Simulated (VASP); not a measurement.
# Sn3P2 (P6_3/mmc) in VASP: relaxation of cell and atoms with PBE

Aim: the relaxation of cell and atoms of Sn3P2 with PBE.

Everything below comes from runs of VASP 6.6.1. Logs are shortened: lines on timing, memory, paths and dates and some standing lists are left out, and cuts for length are marked.

## Step 1: The cell of the first run

Symmetry: P6_3/mmc, No. 194, hexagonal system. Conventional cell: a = 3.903 Å, b = 3.903 Å, c = 18.784 Å, α = 90.00°, β = 90.00°, γ = 120.00°. Within 4.1 Å of Sn (site symmetry -6m2) lie 6 P at 2.93 Å and 12 Sn at 3.90 to 4.04 Å. Within 3.6 Å of Sn (site symmetry 3m) lie 3 P at 2.70 Å and 3 Sn at 3.51 Å. Within 4.0 Å of P (site symmetry 3m) lie 6 Sn at 2.70 to 2.93 Å and 7 P at 3.73 to 3.90 Å.

The cell was built from a structure type or drawn by symmetry, and may not be a known phase.

## Step 2: Relaxation of cell and atoms, PBE

File INCAR:

```
PREC = Accurate
ENCUT = 600
EDIFF = 1E-6
ISMEAR = 0
SIGMA = 0.1
LREAL = F
LASPH = T
NELM = 100
ALGO = Normal
ISIF = 3
LWAVE = F
LCHARG = F
GGA = PE
IBRION = 2
NSW = 100
EDIFFG = -0.01
KPAR = 4
```

File KPOINTS:

```
Automatic mesh
0
Gamma
  12 12 2
```

File POSCAR:

```
Sn3P2
1.0
    3.9033335396      0.0000000000      0.0000000000
   -1.9516667698      3.3803860047      0.0000000000
    0.0000000000      0.0000000000     18.7844084948
Sn P
6 4
Direct
    0.0000000000      0.0000000000      0.2500000000
    0.0000000000      0.0000000000      0.7500000000
    0.3333333333      0.6666666667      0.9282063146
    0.6666666667      0.3333333333      0.4282063146
    0.3333333333      0.6666666667      0.5717936854
    0.6666666667      0.3333333333      0.0717936854
    0.3333333333      0.6666666667      0.1507170746
    0.6666666667      0.3333333333      0.6507170746
    0.3333333333      0.6666666667      0.3492829254
    0.6666666667      0.3333333333      0.8492829254
```

Potentials or basis: VASP PAW PBE potentials, release 64 (Sn_d, P).

The run is started by

```console
$ cat potpaw_PBE.64/Sn_d/POTCAR potpaw_PBE.64/P/POTCAR > POTCAR
$ mpirun -np 4 vasp_std > vasp.out
```

OUTCAR:

```text
PREC = Accurate
   ENCUT = 600
   EDIFF = 1E-6
   ISMEAR = 0
   LREAL = F
   LASPH = T
   NELM = 100
   ISIF = 3
   GGA = PE
   IBRION = 2
   NSW = 100
   EDIFFG = -0.01

 ion  position               nearest neighbor table
   1  0.000  0.000  0.250-   7 2.93   9 2.93   7 2.93   9 2.93   7 2.93   9 2.93
   2  0.000  0.000  0.750-   8 2.93  10 2.93   8 2.93  10 2.93   8 2.93  10 2.93
   3  0.333  0.667  0.928-  10 2.70  10 2.70  10 2.70   6 3.51   6 3.51   6 3.51
   4  0.667  0.333  0.428-   9 2.70   9 2.70   9 2.70   5 3.51   5 3.51   5 3.51
   5  0.333  0.667  0.572-   8 2.70   8 2.70   8 2.70   4 3.51   4 3.51   4 3.51
   6  0.667  0.333  0.072-   7 2.70   7 2.70   7 2.70   3 3.51   3 3.51   3 3.51
   7  0.333  0.667  0.151-   6 2.70   6 2.70   6 2.70   1 2.93   1 2.93   1 2.93
   8  0.667  0.333  0.651-   5 2.70   5 2.70   5 2.70   2 2.93   2 2.93   2 2.93
   9  0.333  0.667  0.349-   4 2.70   4 2.70   4 2.70   1 2.93   1 2.93   1 2.93
  10  0.667  0.333  0.849-   3 2.70   3 2.70   3 2.70   2 2.93   2 2.93   2 2.93

  LATTYP: Found a hexagonal cell.
 ALAT       =     3.9033335396
 C/A-ratio  =     4.8124015804

  Lattice vectors:

 A1 = (   3.9033335396,   0.0000000000,   0.0000000000)
 A2 = (  -1.9516667698,   3.3803860047,   0.0000000000)
 A3 = (   0.0000000000,   0.0000000000,  18.7844084948)

Analysis of symmetry for initial positions (statically):
=====================================================================
 Subroutine PRICEL returns:
 Original cell was already a primitive cell.

 Routine SETGRP: Setting up the symmetry group for a
 hexagonal supercell.

 Subroutine GETGRP returns: Found 24 space group operations
 (whereof 12 operations were pure point group operations)
 out of a pool of 24 trial point group operations.

The static configuration has the point symmetry D_3d.
 The point group associated with its full space group is D_6h.

Analysis of symmetry for dynamics (positions and initial velocities):
=====================================================================
 Subroutine PRICEL returns:
 Original cell was already a primitive cell.

 Routine SETGRP: Setting up the symmetry group for a
 hexagonal supercell.

 Subroutine GETGRP returns: Found 24 space group operations
 (whereof 12 operations were pure point group operations)
 out of a pool of 24 trial point group operations.

The dynamic configuration has the point symmetry D_3d.
 The point group associated with its full space group is D_6h.

 Subroutine INISYM returns: Found 24 space group operations
 (whereof 12 operations are pure point group operations),
 and found     1 'primitive' translations

----------------------------------------------------------------------------------------

                                     Primitive cell

  volume of cell :     247.8560

  direct lattice vectors                    reciprocal lattice vectors
     3.903333540  0.000000000  0.000000000     0.256191276  0.147912102  0.000000000
    -1.951666770  3.380386005  0.000000000     0.000000000  0.295824204  0.000000000
     0.000000000  0.000000000 18.784408495     0.000000000  0.000000000  0.053235640

  length of vectors
     3.903333540  3.903333540 18.784408495     0.295824204  0.295824204  0.053235640

  position of ions in fractional coordinates (direct lattice)
     0.000000000  0.000000000  0.250000000
     0.000000000  0.000000000  0.750000000
     0.333333333  0.666666667  0.928206315
     0.666666667  0.333333333  0.428206315
     0.333333333  0.666666667  0.571793685
     0.666666667  0.333333333  0.071793685
     0.333333333  0.666666667  0.150717075
     0.666666667  0.333333333  0.650717075
     0.333333333  0.666666667  0.349282925
     0.666666667  0.333333333  0.849282925

  ion indices of the primitive-cell ions
   primitive index   ion index
                 1           1
                 2           2
                 3           3
                 4           4
                 5           5
                 6           6
                 7           7
                 8           8
                 9           9
                10          10

----------------------------------------------------------------------------------------

 KPOINTS: Automatic mesh

Automatic generation of k-mesh.
 Grid dimensions read from file:
 generate k-points for:   12   12    2

 Generating k-lattice:

  Cartesian coordinates                     Fractional coordinates (reciprocal lattice)
     0.021349273  0.012326009  0.000000000     0.083333333 -0.000000000  0.000000000
     0.000000000  0.024652017  0.000000000     0.000000000  0.083333333  0.000000000
     0.000000000  0.000000000  0.026617820     0.000000000  0.000000000  0.500000000

  Length of vectors
     0.024652017  0.024652017  0.026617820

  Shift w.r.t. Gamma in fractional coordinates (k-lattice)
     0.000000000  0.000000000  0.000000000

 Subroutine IBZKPT returns following result:
 ===========================================

 Found     38 irreducible k-points:

 Following reciprocal coordinates:
            Coordinates               Weight
  0.000000  0.000000  0.000000      1.000000
  0.083333  0.000000  0.000000      6.000000
  0.166667 -0.000000  0.000000      6.000000
  0.250000  0.000000  0.000000      6.000000
  0.333333 -0.000000  0.000000      6.000000
  0.416667  0.000000  0.000000      6.000000
[... 16 lines left out ...]
  0.250000  0.000000  0.500000      6.000000
  0.333333 -0.000000  0.500000      6.000000
 [... further k-points ...]
   k-points           NKPTS =     38   k-points in BZ     NKDIM =     38   number of bands    NBANDS=     62
   number of dos      NEDOS =    301   number of ions     NIONS =     10
   total plane-waves  NPLWV = 153600
   dimension x,y,z NGX =    32 NGY =   32 NGZ =  150
   dimension x,y,z NGXF=    64 NGYF=   64 NGZF=  300
   ions per type =               6   4
   NGX,Y,Z   is equivalent  to a cutoff of  13.63, 13.63, 13.28 a.u.
   NGXF,Y,Z  is equivalent  to a cutoff of  27.26, 27.26, 26.55 a.u.
 SYSTEM =  unknown system
   PREC   = accura    normal or accurate (medium, high low for compatibility)
   ISTART =      0    job   : 0-new  1-cont  2-samecut
   ICHARG =      2    charge: 1-file 2-atom 10-const
   ISPIN  =      1    spin polarized calculation?
   LNONCOLLINEAR =      F non collinear calculations
   LSORBIT =      F    spin-orbit coupling
   LASPH  =      T    aspherical Exc in radial PAW
   ENCUT  =  600.0 eV  44.10 Ry    6.64 a.u.   7.80  7.80 37.52*2*pi/ulx,y,z
   NELM   =    100;   NELMIN=  2; NELMDL= -5     # of ELM steps
   EDIFF  = 0.1E-05   stopping-criterion for ELM
   LREAL  =      F    real-space projection
   EDIFFG = -.1E-01   stopping-criterion for IOM
   NSW    =    100    number of steps for IOM
   IBRION =      2    ionic relax: 0-MD 1-quasi-New 2-CG
   NFREE  =      1    steps in history (QN), initial steepest desc. (CG)
   ISIF   =      3    stress and relaxation
   ISYM   =      2    0-nonsym 1-usesym 2-fastsym
   POTIM  = 0.5000    time-step for ionic-motion
   TEBEG  =    0.0;   TEEND  =   0.0 temperature during run
   PSTRESS=    0.0 pullay stress
   NELECT =     104.0000    total number of electrons
   NUPDOWN=      -1.0000    fix difference up-down
   EMIN   =  10.00;   EMAX   =-10.00  energy-range for DOS
   EFERMI =   0.00;   METHOD = LEGACY
   ISMEAR =     0;   SIGMA  =   0.10  broadening in eV -4-tet -1-fermi 0-gaus
   EFERMI_NEDOS =   21; number of points for ismear=-14 and -15
   IALGO  =     38    algorithm
   IMIX   =      4    mixing-type and parameters
     AMIX     =   0.40;   BMIX     =  1.00
     AMIX_MAG =   1.60;   BMIX_MAG =  1.00
  volume/ion in A,a.u.               =      24.79       167.26
  Fermi-wavevector in a.u.,A,eV,Ry     =   1.225611  2.316070 20.437627  1.502123
  Thomas-Fermi vector in A             =   2.360643
   LORBIT       =      0    0 simple, 1 ext, 2 COOP (PROOUT), +10 PAW based schemes
   GGA     = PE    functional components
   LHFCALC =     F    Hartree Fock is set to
   AEXX    =    0.0000 exact exchange contribution
   IVDW    =     0    specifies the selected vdW correction
   LEPSILON=     F    determine dielectric tensor
   LRPA    =     F    only Hartree local field effects (RPA)
 conjugate gradient relaxation of ions
 non-spin polarized calculation
 Gauss-broadening in eV      SIGMA  =   0.10
  energy-cutoff  :      600.00
  volume of cell :      247.86
 maximum number of plane-waves:      8304
 NGX is ok and might be reduce to    32
   NGX = 15   NGY = 15   NGZ = 75

--------------------------------------- Ionic step        1  -------------------------------------------

 number of electron     103.9999995 magnetization

 Free energy of the ion-electron system (eV)
  ---------------------------------------------------
  ext. energy  EPLUGINS =         0.00000000
  ---------------------------------------------------
  free energy    TOTEN  =       -44.30708075 eV

  energy without entropy =      -44.27708533  energy(sigma->0) =      -44.29208304

------------------------ aborting loop because EDIFF is reached ----------------------------------------

  FORCE on cell =-STRESS in cart. coord.  units (eV):
  Direction    XX          YY          ZZ          XY          YZ          ZX
  --------------------------------------------------------------------------------------
  -------------------------------------------------------------------------------------
  Total       -0.2561684     -0.2561684      0.6563573     -0.0000000     -0.0000000     -0.0000000
  in kB       -1.6559095     -1.6559095      4.2427890     -0.0000000     -0.0000000     -0.0000000
  external PRESSURE =       0.3103233 kB  Pullay stress =       0.0000000 kB
[... 73 lines left out ...]
  energy  without entropy=      -44.2797590216  energy(sigma->0) =      -44.29487160

--------------------------------------- Ionic step        3  -------------------------------------------

 number of electron     103.9999992 magnetization

 E-fermi :   7.1787     XC(G=0):  -9.9837

 val. band max:        7.1592323266   @ k =   0.2500   0.2500   0.0000
 cond. band min:       7.1798104508   @ k =   0.4167   0.0000   0.5000
 fundamental gap:      0.0205781242
 Fermi energy:         7.1787233168

 k-point     1 :       0.0000    0.0000    0.0000
  band No.  band energies     occupation
      1     -14.5886      2.00000
      2     -14.5886      2.00000
      3     -14.5886      2.00000
      4     -14.5886      2.00000
      5     -14.5683      2.00000
      6     -14.5683      2.00000
[... 1812 lines left out ...]
  energy  without entropy=      -44.2817908925  energy(sigma->0) =      -44.29710064

--------------------------------------- Ionic step        9  -------------------------------------------

 number of electron     104.0000009 magnetization

 Free energy of the ion-electron system (eV)
  ---------------------------------------------------
  ext. energy  EPLUGINS =         0.00000000
  ---------------------------------------------------
  free energy    TOTEN  =       -44.31248080 eV

  energy without entropy =      -44.28192015  energy(sigma->0) =      -44.29720048

 E-fermi :   7.2490     XC(G=0): -10.0174

 val. band max:        7.2460050587   @ k =   0.3333  -0.0000   0.0000
 cond. band min:       7.2535743287   @ k =   0.4167   0.0000   0.5000
 fundamental gap:      0.0075692700
 Fermi energy:         7.2489559856

 k-point     1 :       0.0000    0.0000    0.0000
  band No.  band energies     occupation
      1     -14.5126      2.00000
      2     -14.5126      2.00000
      3     -14.5126      2.00000
      4     -14.5126      2.00000
      5     -14.4918      2.00000
      6     -14.4918      2.00000
[... 1588 lines left out ...]
  FREE ENERGIE OF THE ION-ELECTRON SYSTEM (eV)
  ---------------------------------------------------
  free  energy   TOTEN  =       -44.3124807959 eV

  energy  without entropy=      -44.2819201544  energy(sigma->0) =      -44.29720048

 reached required accuracy - stopping structural energy minimisation
```

It took 13 min on 4 MPI ranks of AMD EPYC 7R13 (Zen 3), shared host; peak memory 0.75 GiB.

What came out:

```yaml
Free_energy: -44.3125 eV
Relaxed_volume: 24.65 Å³/atom
Relaxed_cell: a = 3.886 Å, b = 3.886 Å, c = 18.844 Å, α = 90.00°, β = 90.00°, γ = 120.00°
Space_group_after_relaxing_to_0.1_Å: P6_3/mmc (No. 194)
Energy_gained_by_relaxing: 0.5 meV/atom
Ionic_steps: 9
Pressure_after_relaxing: 0.0 GPa
Largest_force_after_relaxing: 0.004 eV/Å
Band_gap_on_the_k_mesh: zero (bands 52 and 53 overlap by 2.12 eV)
```

Forces in eV/Å, atoms in the order of the input:
```
Sn   0.000  0.000  0.000
Sn   0.000  0.000  0.000
Sn   0.000  0.000  0.002
Sn   0.000  0.000  0.002
Sn   0.000  0.000 -0.002
Sn   0.000  0.000 -0.002
P    0.000  0.000  0.004
P    0.000  0.000  0.004
P    0.000  0.000 -0.004
P    0.000  0.000 -0.004
```

Step by step:
```tsv
step	energy change (eV)	largest force (eV/Å)	pressure (GPa)	volume (Å³)
1	0.0000	0.0836	0.03	247.86
2	-0.0029	0.0370	-0.10	248.03
3	-0.0035	0.0313	-0.20	248.15
4	-0.0045	0.0207	0.01	246.97
5	-0.0045	0.0222	0.02	246.97
6	-0.0047	0.0186	0.01	246.91
7	-0.0052	0.0102	0.01	246.72
8	-0.0053	0.0106	-0.01	246.33
9	-0.0054	0.0036	-0.01	246.48
```

Final structure:
```
CELL_PARAMETERS angstrom
3.88635 0.00000 0.00000
-1.94317 3.36567 0.00000
0.00000 0.00000 18.84402
ATOMIC_POSITIONS crystal
Sn 0.00000 0.00000 0.25000
Sn 0.00000 0.00000 0.75000
Sn 0.33333 0.66667 0.92930
Sn 0.66667 0.33333 0.42930
Sn 0.33333 0.66667 0.57070
Sn 0.66667 0.33333 0.07070
P 0.33333 0.66667 0.15013
P 0.66667 0.33333 0.65013
P 0.33333 0.66667 0.34987
P 0.66667 0.33333 0.84987
```

Caveat: spin-orbit coupling is left out, which moves the levels of the heavy elements.
